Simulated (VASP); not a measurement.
Runs of VASP 6.6.1 on LiF. The structure is cubic, space group F-43m (No. 216). Conventional cell: a = 4.289 Å, b = 4.289 Å, c = 4.289 Å, α = 90.00°, β = 90.00°, γ = 90.00°. Within 2.5 Å of Li (site symmetry -43m) lie 4 F at 1.86 Å. F (site symmetry -43m) has 4 Li at 1.86 Å within 2.5 Å. 

```csv
level,potentials or basis,k mesh,grid for exact exchange (PRECFOCK),share of exact exchange,screening parameter,gap on the mesh (eV)
PBE,"VASP PAW PBE potentials, release 64 (Li_sv, F)",8 × 8 × 8,-,-,-,7.92
r2SCAN,"VASP PAW PBE potentials, release 64 (Li_sv, F)",6 × 6 × 6,-,-,-,8.76
HSE06,"VASP PAW PBE potentials, release 64 (Li_sv, F)",6 × 6 × 6,Normal,0.25,0.2079 1/Å,10.09
LDA,"VASP PAW LDA potentials, release 64 (Li_sv, F)",6 × 6 × 6,-,-,-,(a)
PBE,"VASP PAW PBE potentials, release 64 (Li_sv, F)",6 × 6 × 6,-,-,-,7.92
```

Alike in all rows: task single point; no spin polarisation; cell as given; cutoff (eV) 520; smearing gaussian 0.01 eV.

Problem. Estimate the missing entries.

Solution. (a) 7.60.

Caveats: some runs use coarse meshes.

A k mesh can miss the band edges.
